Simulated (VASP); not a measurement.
SnSe:

```
Sn Se
1.0
     0.00000    2.98489    2.98489
     2.98489    0.00000    2.98489
     2.98489    2.98489    0.00000
Sn Se
1 1
Direct
  0.00000 0.00000 0.00000
  0.50000 0.50000 0.50000
```

Base run:

- Program: VASP 6.6.1
- Functional: r2SCAN
- Potentials or basis: VASP PAW PBE potentials, release 64 (Sn_d, Se)
- Cutoff: 550 eV
- k mesh: 6 × 6 × 6
- Occupations: gaussian, width 0.01 eV
- Spin: no spin polarisation

Its results: band gap on the k mesh 0.57 eV; pressure 0.9 GPa.

The run is repeated on the same cell with these changes: functional from r2SCAN to HSE06; cutoff from 550 eV to 400 eV. What comes out?

Band gap on the k mesh 0.52 eV; pressure 0.7 GPa.

Caveats: the PAW data sets were made with another functional, which shifts forces and pressure a little; spin-orbit coupling is left out, which moves the levels of the heavy elements; semilocal functionals underestimate gaps, and a narrow one can read as zero (at least some runs).

A k mesh can miss the band edges.
